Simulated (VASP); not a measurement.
# MnS (F-43m) in VASP: further runs, part 2 of 2

VASP 6.6.1. Earlier steps stand in the parts before.

## Step 3: Single point, PBEsol, collinear spin, ferromagnetic start

Input file INCAR:

```
SYSTEM = MnS
PREC = Accurate
ENCUT = 520
EDIFF = 1E-6
ISMEAR = -1
SIGMA = 0.05
LREAL = .False.
LASPH = .True.
NELM = 150
ALGO = Normal
ISIF = 2
LWAVE = .False.
LCHARG = .False.
ISPIN = 2
MAGMOM = 1 0
LORBIT = 11
NUPDOWN = 1.0
LMAXMIX = 4
GGA = PS
NBANDS = 20
```

Input file KPOINTS:

```
regular mesh
0
Gamma
  8 8 8
  0 0 0
```

Input file POSCAR:

```
MnS
1.0
    0.0000000000      2.4734634191      2.4734634191
    2.4734634191      0.0000000000      2.4734634191
    2.4734634191      2.4734634191      0.0000000000
Mn S
1 1
Direct
    0.0000000000      0.0000000000      0.0000000000
    0.7500000000      0.7500000000      0.7500000000
```

Potentials or basis: VASP PAW PBE potentials, release 64 (Mn_pv, S).

Launch:

```console
cat potpaw_PBE.64/Mn_pv/POTCAR potpaw_PBE.64/S/POTCAR > POTCAR
mpirun -np 1 vasp_std > vasp.out
```

OUTCAR:

```text
SYSTEM = MnS
   PREC = Accurate
   ENCUT = 520
   EDIFF = 1E-6
   ISMEAR = -1
   LREAL = .False.
   LASPH = .True.
   NELM = 150
   ISIF = 2
   ISPIN = 2
   LORBIT = 11
   NUPDOWN = 1.0
   GGA = PS

 ion  position               nearest neighbor table
   1  0.000  0.000  0.000-   2 2.14   2 2.14   2 2.14   2 2.14
   2  0.750  0.750  0.750-   1 2.14   1 2.14   1 2.14   1 2.14

  LATTYP: Found a face centered cubic cell.
 ALAT       =     4.9469268382

  Lattice vectors:

 A1 = (   0.0000000000,   2.4734634191,   2.4734634191)
 A2 = (   2.4734634191,   0.0000000000,   2.4734634191)
 A3 = (   2.4734634191,   2.4734634191,   0.0000000000)

[... 1318 lines left out ...]
 -----------------------------------------------------------------------------
  energy-cutoff  :      520.00
  volume of cell :       30.27
      direct lattice vectors                 reciprocal lattice vectors
     0.000000000  2.473463419  2.473463419    -0.202145702  0.202145702  0.202145702
     2.473463419  0.000000000  2.473463419     0.202145702 -0.202145702  0.202145702
     2.473463419  2.473463419  0.000000000     0.202145702  0.202145702 -0.202145702

 POSITION                                       TOTAL-FORCE (eV/Angst)
 -----------------------------------------------------------------------------------
      0.00000      0.00000      0.00000         0.000000      0.000000      0.000000
      3.71020      3.71020      3.71020        -0.000000     -0.000000     -0.000000
 -----------------------------------------------------------------------------------
    total drift:                               -0.000001     -0.000001     -0.000001

  FREE ENERGIE OF THE ION-ELECTRON SYSTEM (eV)
  ---------------------------------------------------
  free  energy   TOTEN  =       -14.7074392806 eV

  energy  without entropy=      -14.6814988477  energy(sigma->0) =      -14.69446906

 total charge

# of ion       s       p       d       tot
------------------------------------------
    1        0.357   6.324   5.350  12.031
    2        1.317   2.409   0.000   3.726
--------------------------------------------------
tot          1.674   8.732   5.350  15.757

 magnetization (x)

# of ion       s       p       d       tot
------------------------------------------
    1        0.020   0.015   0.942   0.977
    2       -0.001  -0.033   0.000  -0.034
--------------------------------------------------
tot          0.019  -0.017   0.942   0.943
```

OSZICAR:

```text
N       E                     dE             d eps       ncg     rms          rms(c)
DAV:   1     0.161546581659E+03    0.16155E+03   -0.10449E+04  2320   0.105E+03
DAV:   2    -0.784172042203E+01   -0.16939E+03   -0.16044E+03  2420   0.301E+02
DAV:   3    -0.162803781284E+02   -0.84387E+01   -0.83196E+01  2696   0.719E+01
DAV:   4    -0.163803076611E+02   -0.99930E-01   -0.99851E-01  2628   0.805E+00
DAV:   5    -0.163815756826E+02   -0.12680E-02   -0.12680E-02  2628   0.942E-01    0.168E+01
DAV:   6    -0.166620244034E+02   -0.28045E+00   -0.15063E+01  2488   0.462E+01    0.136E+01
DAV:   7    -0.147546933432E+02    0.19073E+01   -0.56652E+00  2516   0.305E+01    0.519E+00
DAV:   8    -0.147067607653E+02    0.47933E-01   -0.13578E-01  2660   0.381E+00    0.172E+00
DAV:   9    -0.147081120917E+02   -0.13513E-02   -0.15285E-02  2556   0.890E-01    0.439E-01
DAV:  10    -0.147074225914E+02    0.68950E-03   -0.13252E-03  2800   0.427E-01    0.115E-01
DAV:  11    -0.147074251050E+02   -0.25136E-05   -0.27875E-04  2576   0.114E-01    0.967E-02
DAV:  12    -0.147074361849E+02   -0.11080E-04   -0.24170E-05  2704   0.384E-02    0.432E-02
DAV:  13    -0.147074385021E+02   -0.23172E-05   -0.40519E-06  2580   0.178E-02    0.138E-02
DAV:  14    -0.147074392806E+02   -0.77849E-06   -0.53907E-07  1716   0.845E-03
   1 F= -.14707439E+02 E0= -.14694469E+02  d E =-.259404E-01  mag=     1.0000
```

stdout:

```text
POSCAR found type information on POSCAR MnS
 POSCAR found :  2 types and       2 ions
 scaLAPACK will be used
 -----------------------------------------------------------------------------
|                                                                             |
|                                                                             |
|     You enforced a specific xc type in the INCAR file but a different       |
|     I HOPE YOU KNOW WHAT YOU ARE DOING!                                     |
|                                                                             |
 -----------------------------------------------------------------------------

 LDA part: xc-table for (Slater+PW92), standard interpolation
 POSCAR, INCAR and KPOINTS ok, starting setup
 FFT: planning ... GRIDC
 FFT: planning ... GRID_SOFT
 FFT: planning ... GRID
 WAVECAR not read
 entering main loop
```

Wall time 22 s (1 thread of Intel Xeon Platinum 8559C (Emerald Rapids), shared host); peak memory 0.18 GiB.

Results:

```
Free energy                                           : -14.7074 eV
Pressure                                              : -0.1 GPa
Net moment                                            : 1.00 μB per cell
Site moments                                          : Mn +0.98; S -0.03 μB
Valence electrons inside the program's atomic spheres : Mn 12.03; S 3.73
```

Caveat: the PAW data sets were made with another functional, which shifts forces and pressure a little; the total moment is fixed, so each spin has its own Fermi level; a cell with one magnetic atom can't hold antiferromagnetic order, which such compounds often take.

## Step 4: Single point, PBEsol, collinear spin, ferromagnetic start

Input file INCAR:

```
SYSTEM = MnS
PREC = Accurate ; ENCUT = 520
EDIFF = 1E-6 ; ISMEAR = -1
SIGMA = 0.05 ; LREAL = .FALSE.
LASPH = .TRUE. ; NELM = 150
ALGO = Normal ; ISIF = 2
LWAVE = .FALSE. ; LCHARG = .FALSE.
ISPIN = 2 ; MAGMOM = 2 0
LORBIT = 11 ; NUPDOWN = 2.0
LMAXMIX = 4 ; GGA = PS
NBANDS = 20
```

Input file KPOINTS:

```
Automatic mesh
0
G
  8 8 8
  0 0 0
```

POSCAR is that of step 3.

Launch:

```console
cat potpaw_PBE.64/Mn_pv/POTCAR potpaw_PBE.64/S/POTCAR > POTCAR
mpirun -np 1 vasp_std > vasp.out
```

It took 22 s on 1 thread of Intel Xeon Platinum 8559C (Emerald Rapids), shared host; peak memory 0.18 GiB.

Results (log left out):

| Quantity | Value |
| --- | --- |
| Free energy | -14.5914 eV |
| Pressure | 7.2 GPa |
| Net moment | 2.00 μB per cell |
| Site moments | Mn +1.92; S -0.05 μB |
| Valence electrons inside the program's atomic spheres | Mn 12.01; S 3.75 |

Caveat: the cell stands under pressure; the PAW data sets were made with another functional, which shifts forces and pressure a little; the total moment is fixed, so each spin has its own Fermi level; a cell with one magnetic atom can't hold antiferromagnetic order, which such compounds often take.

## Step 5: Overview

```csv
spin,fixed moment (μB),pressure (GPa),moment (μB)
"collinear, zero start",0.0,-2.9,0.00
"collinear, ferromagnetic start",1.0,-0.1,1.00
"collinear, ferromagnetic start",2.0,7.2,2.00
```

Alike in all rows: task single point; level PBEsol; potentials or basis VASP PAW PBE potentials, release 64 (Mn_pv, S); cell as given; k mesh 8 × 8 × 8; cutoff (eV) 520; smearing fermi-dirac 0.05 eV.

Caveats: the PAW data sets were made with another functional, which shifts forces and pressure a little; the total moment is fixed, so each spin has its own Fermi level; a cell with one magnetic atom can't hold antiferromagnetic order, which such compounds often take (at least some runs); the cell stands under pressure (at least some runs).

Absolute energies hang on the potentials; compare differences alone.
